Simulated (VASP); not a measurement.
# NbRu3 (Pm-3m) in VASP: notebook

Runs on NbRu3. Level: LDA. Tasks: electric field gradients.

All numbers are computed with VASP 6.6.1; they aren't measurements. Logs are shortened: lines on timing, memory, paths and dates and some standing lists are left out, and cuts for length are marked.

## Step 1: The cell of the first run

Symmetry: Pm-3m, No. 221, cubic system. The conventional cell has a = 3.956 Å, b = 3.956 Å, c = 3.956 Å, α = 90.00°, β = 90.00°, γ = 90.00°. Within 3.7 Å of Nb (site symmetry m-3m) lie 12 Ru at 2.80 Å. Ru (site symmetry 4/mmm) has 4 Nb at 2.80 Å and 8 Ru at 2.80 Å within 3.7 Å.

## Step 2: Electric field gradients, LDA (15.48 Å³/atom)

File INCAR:

```
  PREC = Accurate
  ENCUT = 520
  EDIFF = 1E-8
  ISMEAR = -1
  SIGMA = 0.05
  LREAL = False
  LASPH = True
  NELM = 80
  ALGO = Normal
  ISIF = 2
  LWAVE = False
  LCHARG = False
  LEFG = True
  NBANDS = 36
```

File KPOINTS:

```
regular mesh
0
Gamma
  9 9 9
```

File POSCAR:

```
NbRu3
1.0
    3.9560977510      0.0000000000      0.0000000000
    0.0000000000      3.9560977510      0.0000000000
    0.0000000000      0.0000000000      3.9560977510
Nb Ru
1 3
Direct
    0.0000000000      0.0000000000      0.0000000000
    0.0000000000      0.5000000000      0.5000000000
    0.5000000000      0.0000000000      0.5000000000
    0.5000000000      0.5000000000      0.0000000000
```

Potentials or basis: VASP PAW LDA potentials, release 64 (Nb_sv, Ru_pv).

Launch:

```sh
cat potpaw_LDA.64/Nb_sv/POTCAR potpaw_LDA.64/Ru_pv/POTCAR > POTCAR
mpirun -np 1 vasp_std > vasp.out
```

OUTCAR:

```text
PREC = Accurate
   ENCUT = 520
   EDIFF = 1E-8
   ISMEAR = -1
   LREAL = False
   LASPH = True
   NELM = 80
   ISIF = 2

 ion  position               nearest neighbor table
   1  0.000  0.000  0.000-   2 2.80   3 2.80   4 2.80   2 2.80   3 2.80   2 2.80   4 2.80   2 2.80
                             3 2.80   4 2.80   3 2.80   4 2.80
   2  0.000  0.500  0.500-   1 2.80   3 2.80   4 2.80   1 2.80   4 2.80   1 2.80   3 2.80   1 2.80
                             3 2.80   4 2.80   4 2.80   3 2.80
   3  0.500  0.000  0.500-   1 2.80   2 2.80   4 2.80   1 2.80   4 2.80   2 2.80   4 2.80   4 2.80
                             1 2.80   2 2.80   1 2.80   2 2.80
   4  0.500  0.500  0.000-   1 2.80   2 2.80   3 2.80   2 2.80   3 2.80   1 2.80   3 2.80   3 2.80
                             1 2.80   2 2.80   2 2.80   1 2.80

  LATTYP: Found a simple cubic cell.
 ALAT       =     3.9560977510

  Lattice vectors:

 A1 = (   3.9560977510,   0.0000000000,   0.0000000000)
 A2 = (   0.0000000000,   3.9560977510,   0.0000000000)
 A3 = (   0.0000000000,   0.0000000000,   3.9560977510)

Analysis of symmetry for initial positions (statically):
=====================================================================
 Subroutine PRICEL returns:
 Original cell was already a primitive cell.

 Routine SETGRP: Setting up the symmetry group for a
 simple cubic supercell.

 Subroutine GETGRP returns: Found 48 space group operations
 (whereof 48 operations were pure point group operations)
 out of a pool of 48 trial point group operations.

The static configuration has the point symmetry O_h .

Analysis of symmetry for dynamics (positions and initial velocities):
=====================================================================
 Subroutine PRICEL returns:
 Original cell was already a primitive cell.

 Routine SETGRP: Setting up the symmetry group for a
 simple cubic supercell.

 Subroutine GETGRP returns: Found 48 space group operations
 (whereof 48 operations were pure point group operations)
 out of a pool of 48 trial point group operations.

The dynamic configuration has the point symmetry O_h .

 Subroutine INISYM returns: Found 48 space group operations
 (whereof 48 operations are pure point group operations),
 and found     1 'primitive' translations

[... 145 lines left out ...]

 E-fermi :  11.0675     XC(G=0): -13.5725

 val. band max:       11.0572338306   @ k =   0.3333   0.2222   0.1111
 cond. band min:      11.0834958691   @ k =   0.3333   0.1111   0.0000
 fundamental gap:      0.0262620385
 Fermi energy:        11.0674882326

 k-point     1 :       0.0000    0.0000    0.0000
  band No.  band energies     occupation
      1     -43.4811      2.00000
      2     -31.3373      2.00000
      3     -31.3373      2.00000
      4     -31.3373      2.00000
      5     -31.0136      2.00000
      6     -31.0136      2.00000
[... 925 lines left out ...]
     35      14.6596      0.00000
     36      17.1686      0.00000

 [... further k-points ...]

------------------------ aborting loop because EDIFF is reached ----------------------------------------

  FORCE on cell =-STRESS in cart. coord.  units (eV):
  Direction    XX          YY          ZZ          XY          YZ          ZX
  --------------------------------------------------------------------------------------
  -------------------------------------------------------------------------------------
  Total       -9.3208407     -9.3208407     -9.3208407      0.0000000      0.0000000      0.0000000
  in kB     -241.1929604   -241.1929604   -241.1929604      0.0000000      0.0000000      0.0000000
  external PRESSURE =    -241.1929604 kB  Pullay stress =       0.0000000 kB

 VOLUME and BASIS-vectors are now :
 -----------------------------------------------------------------------------
  energy-cutoff  :      520.00
  volume of cell :       61.92
      direct lattice vectors                 reciprocal lattice vectors
     3.956097751  0.000000000  0.000000000     0.252774341  0.000000000  0.000000000
     0.000000000  3.956097751  0.000000000     0.000000000  0.252774341  0.000000000
     0.000000000  0.000000000  3.956097751     0.000000000  0.000000000  0.252774341

 POSITION                                       TOTAL-FORCE (eV/Angst)
 -----------------------------------------------------------------------------------
      0.00000      0.00000      0.00000         0.000000      0.000000      0.000000
      0.00000      1.97805      1.97805         0.000000      0.000000      0.000000
      1.97805      0.00000      1.97805         0.000000      0.000000      0.000000
      1.97805      1.97805      0.00000         0.000000      0.000000      0.000000
 -----------------------------------------------------------------------------------
    total drift:                                0.000000      0.000000     -0.000000

  FREE ENERGIE OF THE ION-ELECTRON SYSTEM (eV)
  ---------------------------------------------------
  free  energy   TOTEN  =       -43.3764114216 eV

  energy  without entropy=      -43.3290388552  energy(sigma->0) =      -43.35272514

 Electric field gradients (V/A^2)
---------------------------------------------------------------------
 ion       V_xx      V_yy      V_zz      V_xy      V_xz      V_yz
---------------------------------------------------------------------
   1      -0.000    -0.000    -0.000    -0.000    -0.000    -0.000
   2      -4.868     2.434     2.434     0.000     0.000    -0.000
   3       2.434    -4.868     2.434    -0.000    -0.000     0.000
   4       2.434     2.434    -4.868    -0.000    -0.000    -0.000
---------------------------------------------------------------------

 Electric field gradients after diagonalization (V/A^2)
 (convention: |V_zz| > |V_xx| > |V_yy|)
----------------------------------------------------------------------
 ion       V_xx      V_yy      V_zz     asymmetry (V_yy - V_xx)/ V_zz
----------------------------------------------------------------------
   1      -0.000    -0.000    -0.000      -0.050
   2       2.434     2.434    -4.868       0.000
   3       2.434     2.434    -4.868       0.000
   4       2.434     2.434    -4.868       0.000
----------------------------------------------------------------------

           NMR quadrupolar parameters

 Cq : quadrupolar parameter    Cq=e*Q*V_zz/h
 eta: asymmetry parameters     (V_yy - V_xx)/ V_zz
 Q  : nuclear electric quadrupole moment in mb (millibarn)
----------------------------------------------------------------------
 ion       Cq(MHz)       eta       Q (mb)
----------------------------------------------------------------------
   1      -0.000      -0.050       1.000
   2      -0.012       0.000       1.000
   3      -0.012       0.000       1.000
   4      -0.012       0.000       1.000
----------------------------------------------------------------------
```

stdout:

```text
POSCAR found type information on POSCAR NbRu
 POSCAR found :  2 types and       4 ions
 scaLAPACK will be used
 LDA part: xc-table for (Slater(with rela. corr.)+CA(PZ))
 , standard interpolation
 POSCAR, INCAR and KPOINTS ok, starting setup
 FFT: planning ... GRIDC
 FFT: planning ... GRID_SOFT
 FFT: planning ... GRID
 WAVECAR not read
 entering main loop
ion   1

ion   2

ion   3

ion   4
```

It took 93 s on 1 thread of Intel Xeon Platinum 8488C (Sapphire Rapids), shared host; peak memory 0.19 GiB.

What came out:

* Free energy: -43.3764 eV
* Pressure: -24.1 GPa
* Band gap on the k mesh: zero (an odd number of electrons rules out a gap without spin polarisation)
* Largest electric field gradient by atom: Nb -0.0; Ru -4.9 V/Å²

Levels at points of the mesh, in eV from the Fermi level:
| k point | band 25 | band 26 | band 27 | band 28 | band 29 | band 30 | band 31 | band 32 |
| --- | --- | --- | --- | --- | --- | --- | --- | --- |
| (0.00, 0.00, 0.00) | 0.44 | 1.63 | 2.10 | 2.10 | 2.10 | 3.35 | 3.35 | 3.75 |

Electric field gradients, principal values (V/Å²):
| atom | least | middle | greatest (by size) |
| --- | --- | --- | --- |
| 1 Nb | 0.000 | 0.000 | 0.000 |
| 2 Ru | 2.434 | 2.434 | -4.868 |
| 3 Ru | 2.434 | 2.434 | -4.868 |
| 4 Ru | 2.434 | 2.434 | -4.868 |

Caveat: the cell stands under tension; without QUAD_EFG the Cq values of the log hold for a quadrupole moment of 1 mb, not for the nuclei.

(Part 1 of 2 ends here.)
